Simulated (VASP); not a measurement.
# GaSb (Immm) in VASP: notebook, part 2 of 2

VASP 6.6.1. Earlier steps stand in the parts before.

## Step 4: Single point, LDA

Input file INCAR:

```
SYSTEM = GaSb
  PREC = Accurate
  ENCUT = 520
  EDIFF = 1E-6
  ISMEAR = 0
  SIGMA = 0.15
  LREAL = .FALSE.
  LASPH = .TRUE.
  NELM = 80
  ALGO = Normal
  ISIF = 2
  LWAVE = .FALSE.
  LCHARG = .TRUE.
  LELF = .TRUE.
  LVHAR = .TRUE.
  NBANDS = 16
```

Input file KPOINTS:

```
regular mesh
0
G
  16 16 16
  0 0 0
```

Input file POSCAR:

```
GaSb
1.0
   -1.5759166811      2.5055409662      2.8041297762
    1.5759166811     -2.5055409662      2.8041297762
    1.5759166811      2.5055409662     -2.8041297762
Ga Sb
1 1
Direct
    0.0000000000      0.0000000000      0.0000000000
    0.5000000000      0.5000000000      0.0000000000
```

Potentials or basis: VASP PAW LDA potentials, release 64 (Ga_d, Sb).

Launch:

```bash
cat potpaw_LDA.64/Ga_d/POTCAR potpaw_LDA.64/Sb/POTCAR > POTCAR
mpirun -np 1 vasp_std > vasp.out
```

OUTCAR:

```text
SYSTEM = GaSb
   PREC = Accurate
   ENCUT = 520
   EDIFF = 1E-6
   ISMEAR = 0
   LREAL = .FALSE.
   LASPH = .TRUE.
   NELM = 80
   ISIF = 2

 ion  position               nearest neighbor table
   1  0.000  0.000  0.000-   2 2.80   2 2.80   2 2.96   2 2.96   2 2.96   2 2.96
   2  0.500  0.500  0.000-   1 2.80   1 2.80   1 2.96   1 2.96   1 2.96   1 2.96

  LATTYP: Found a body centered orthorhombic cell.
 ALAT       =     3.1518333622
 B/A-ratio  =     1.5898943112
 C/A-ratio  =     1.7793642328

  Lattice vectors:

 A1 = (  -1.5759166811,   2.5055409662,   2.8041297762)
 A2 = (   1.5759166811,  -2.5055409662,   2.8041297762)
 A3 = (   1.5759166811,   2.5055409662,  -2.8041297762)

Analysis of symmetry for initial positions (statically):
=====================================================================
 Subroutine PRICEL returns:
 Original cell was already a primitive cell.

 Routine SETGRP: Setting up the symmetry group for a
 body centered orthorhombic supercell.

 Subroutine GETGRP returns: Found  8 space group operations
 (whereof  8 operations were pure point group operations)
 out of a pool of  8 trial point group operations.

The static configuration has the point symmetry D_2h.

Analysis of symmetry for dynamics (positions and initial velocities):
=====================================================================
 Subroutine PRICEL returns:
 Original cell was already a primitive cell.

 Routine SETGRP: Setting up the symmetry group for a
 body centered orthorhombic supercell.

 Subroutine GETGRP returns: Found  8 space group operations
 (whereof  8 operations were pure point group operations)
 out of a pool of  8 trial point group operations.

The dynamic configuration has the point symmetry D_2h.

 Subroutine INISYM returns: Found  8 space group operations
 (whereof  8 operations are pure point group operations),
 and found     1 'primitive' translations

----------------------------------------------------------------------------------------

                                     Primitive cell

  volume of cell :      44.2887

  direct lattice vectors                    reciprocal lattice vectors
    -1.575916681  2.505540966  2.804129776     0.000000000  0.199557703  0.178308438
     1.575916681 -2.505540966  2.804129776     0.317275657  0.000000000  0.178308438
     1.575916681  2.505540966 -2.804129776     0.317275657  0.199557703  0.000000000

  length of vectors
     4.077302138  4.077302138  4.077302138     0.267613856  0.363947443  0.374816114

  position of ions in fractional coordinates (direct lattice)
     0.000000000  0.000000000  0.000000000
     0.500000000  0.500000000  0.000000000

  ion indices of the primitive-cell ions
   primitive index   ion index
                 1           1
                 2           2

----------------------------------------------------------------------------------------

 KPOINTS: regular mesh

Automatic generation of k-mesh.
 Grid dimensions read from file:
 generate k-points for:   16   16   16

 Generating k-lattice:

  Cartesian coordinates                     Fractional coordinates (reciprocal lattice)
     0.000000000  0.012472356  0.011144277     0.062500000  0.000000000  0.000000000
     0.019829729  0.000000000  0.011144277     0.000000000  0.062500000  0.000000000
     0.019829729  0.012472356  0.000000000     0.000000000  0.000000000  0.062500000

  Length of vectors
     0.016725866  0.022746715  0.023426007

  Shift w.r.t. Gamma in fractional coordinates (k-lattice)
     0.000000000  0.000000000  0.000000000

 Subroutine IBZKPT returns following result:
 ===========================================

 Found    621 irreducible k-points:

 Following reciprocal coordinates:
            Coordinates               Weight
  0.000000  0.000000  0.000000      1.000000
  0.062500 -0.000000  0.000000      4.000000
  0.125000 -0.000000  0.000000      4.000000
  0.187500 -0.000000  0.000000      4.000000
  0.250000 -0.000000  0.000000      4.000000
  0.312500  0.000000  0.000000      4.000000
[... 16 lines left out ...]
 -0.187500  0.062500  0.000000      8.000000
 -0.125000  0.062500 -0.000000      8.000000
 [... further k-points ...]
   k-points           NKPTS =    621   k-points in BZ     NKDIM =    621   number of bands    NBANDS=     16
   number of dos      NEDOS =    301   number of ions     NIONS =      2
   total plane-waves  NPLWV =  27000
   dimension x,y,z NGX =    30 NGY =   30 NGZ =   30
   dimension x,y,z NGXF=    60 NGYF=   60 NGZF=   60
   ions per type =               1   1
   NGX,Y,Z   is equivalent  to a cutoff of  12.23, 12.23, 12.23 a.u.
   NGXF,Y,Z  is equivalent  to a cutoff of  24.46, 24.46, 24.46 a.u.
 SYSTEM =  GaSb
   PREC   = accura    normal or accurate (medium, high low for compatibility)
   ISTART =      0    job   : 0-new  1-cont  2-samecut
   ICHARG =      2    charge: 1-file 2-atom 10-const
   ISPIN  =      1    spin polarized calculation?
   LNONCOLLINEAR =      F non collinear calculations
   LSORBIT =      F    spin-orbit coupling
   LASPH  =      T    aspherical Exc in radial PAW
   ENCUT  =  520.0 eV  38.22 Ry    6.18 a.u.   7.58  7.58  7.58*2*pi/ulx,y,z
   NELM   =     80;   NELMIN=  2; NELMDL= -5     # of ELM steps
   EDIFF  = 0.1E-05   stopping-criterion for ELM
   LREAL  =      F    real-space projection
   EDIFFG = 0.1E-04   stopping-criterion for IOM
   NSW    =      0    number of steps for IOM
   IBRION =     -1    ionic relax: 0-MD 1-quasi-New 2-CG
   NFREE  =      0    steps in history (QN), initial steepest desc. (CG)
   ISIF   =      2    stress and relaxation
   ISYM   =      2    0-nonsym 1-usesym 2-fastsym
   POTIM  = 0.5000    time-step for ionic-motion
   TEBEG  =    0.0;   TEEND  =   0.0 temperature during run
   PSTRESS=    0.0 pullay stress
   NELECT =      18.0000    total number of electrons
   NUPDOWN=      -1.0000    fix difference up-down
   EMIN   =  10.00;   EMAX   =-10.00  energy-range for DOS
   EFERMI =   0.00;   METHOD = LEGACY
   ISMEAR =     0;   SIGMA  =   0.15  broadening in eV -4-tet -1-fermi 0-gaus
   EFERMI_NEDOS =   21; number of points for ismear=-14 and -15
   IALGO  =     38    algorithm
   IMIX   =      4    mixing-type and parameters
     AMIX     =   0.40;   BMIX     =  1.00
     AMIX_MAG =   1.60;   BMIX_MAG =  1.00
  volume/ion in A,a.u.               =      22.14       149.44
  Fermi-wavevector in a.u.,A,eV,Ry     =   1.212648  2.291572 20.007570  1.470515
  Thomas-Fermi vector in A             =   2.348125
   LORBIT       =      0    0 simple, 1 ext, 2 COOP (PROOUT), +10 PAW based schemes
   GGA     = CA    functional components
   LHFCALC =     F    Hartree Fock is set to
   AEXX    =    0.0000 exact exchange contribution
   IVDW    =     0    specifies the selected vdW correction
   LEPSILON=     F    determine dielectric tensor
   LRPA    =     F    only Hartree local field effects (RPA)
 non-spin polarized calculation
 Gauss-broadening in eV      SIGMA  =   0.15
  energy-cutoff  :      520.00
  volume of cell :       44.29
 maximum number of plane-waves:      1210
   NGX = 15   NGY = 15   NGZ = 15

 number of electron      17.9999999 magnetization

 Free energy of the ion-electron system (eV)
  ---------------------------------------------------
  ext. energy  EPLUGINS =         0.00000000
  ---------------------------------------------------
  free energy    TOTEN  =        -8.37860329 eV

  energy without entropy =       -8.37016129  energy(sigma->0) =       -8.37438229

 E-fermi :   7.3832     XC(G=0): -10.8549

 val. band max:        7.3770676386   @ k =  -0.0625   0.3750   0.0625
 cond. band min:       7.3852294698   @ k =   0.1250   0.0625   0.0000
 fundamental gap:      0.0081618313
 Fermi energy:         7.3832266781

 k-point     1 :       0.0000    0.0000    0.0000
  band No.  band energies     occupation
      1      -7.7289      2.00000
      2      -7.6470      2.00000
      3      -7.6459      2.00000
      4      -7.6330      2.00000
      5      -7.5952      2.00000
      6      -5.2084      2.00000
[... 8 lines left out ...]
     15      16.6243      0.00000
     16      17.3675      0.00000
[... 419 lines left out ...]
 k-point    24 :      -0.1250    0.0625   -0.0000
  band No.  band energies     occupation
      1      -7.7230      2.00000
      2      -7.6494      2.00000
      3      -7.6439      2.00000
      4      -7.6361      2.00000
      5      -7.5969      2.00000
      6      -5.0454      2.00000
[... 8 lines left out ...]
     15      16.8410      0.00000
     16      17.2740      0.00000

 [... further k-points ...]

------------------------ aborting loop because EDIFF is reached ----------------------------------------

  FORCE on cell =-STRESS in cart. coord.  units (eV):
  Direction    XX          YY          ZZ          XY          YZ          ZX
  --------------------------------------------------------------------------------------
  -------------------------------------------------------------------------------------
  Total        0.0252431      0.0524958      0.0222741      0.0000000      0.0000000      0.0000000
  in kB        0.9131885      1.8990763      0.8057841      0.0000000      0.0000000      0.0000000
  external PRESSURE =       1.2060163 kB  Pullay stress =       0.0000000 kB

 VOLUME and BASIS-vectors are now :
 -----------------------------------------------------------------------------
  energy-cutoff  :      520.00
  volume of cell :       44.29
      direct lattice vectors                 reciprocal lattice vectors
    -1.575916681  2.505540966  2.804129776     0.000000000  0.199557703  0.178308438
     1.575916681 -2.505540966  2.804129776     0.317275657  0.000000000  0.178308438
     1.575916681  2.505540966 -2.804129776     0.317275657  0.199557703  0.000000000

 POSITION                                       TOTAL-FORCE (eV/Angst)
 -----------------------------------------------------------------------------------
      0.00000      0.00000      0.00000         0.000000      0.000000     -0.000000
      0.00000      0.00000      2.80413         0.000000     -0.000000      0.000000
 -----------------------------------------------------------------------------------
    total drift:                                0.000000      0.000000      0.000000

  FREE ENERGIE OF THE ION-ELECTRON SYSTEM (eV)
  ---------------------------------------------------
  free  energy   TOTEN  =        -8.3786032938 eV

  energy  without entropy=       -8.3701612918  energy(sigma->0) =       -8.37438229
```

stdout:

```text
POSCAR found type information on POSCAR GaSb
 POSCAR found :  2 types and       2 ions
 scaLAPACK will be used
 LDA part: xc-table for (Slater(with rela. corr.)+CA(PZ))
 , standard interpolation
 POSCAR, INCAR and KPOINTS ok, starting setup
 FFT: planning ... GRIDC
 FFT: planning ... GRID_SOFT
 FFT: planning ... GRID
 WAVECAR not read
 entering main loop
```

Wall time 7.4 min (1 thread of Intel Xeon 8259CL, shared host); peak memory 0.53 GiB.

What came out:

| Quantity | Value |
| --- | --- |
| Free energy | -8.3786 eV |
| Pressure | 0.1 GPa |
| Band gap on the k mesh | zero (bands 9 and 10 overlap by 5.82 eV) |

Caveat: spin-orbit coupling is left out, which moves the levels of the heavy elements.

## Step 5: Summary

| cell | gap on the mesh (eV) | pressure (GPa) |
| --- | --- | --- |
| a = 4.096 Å, angles 135.7, 102.8, 93.6°, 2 atoms | none | 0.1 |
| a = 4.001 Å, angles 130.8, 100.8, 99.2°, 2 atoms | none | 2.7 |
| a = 4.077 Å, angles 134.5, 104.2, 93.1°, 2 atoms | none | 0.1 |

Alike in all rows: task single point; level LDA; potentials or basis VASP PAW LDA potentials, release 64 (Ga_d, Sb); no spin polarisation; k mesh 16 × 16 × 16; cutoff (eV) 520; smearing gaussian 0.15 eV.

Caveats: spin-orbit coupling is left out, which moves the levels of the heavy elements.

Total energies depend on the potentials used, so only differences within one code and one set of settings carry meaning.
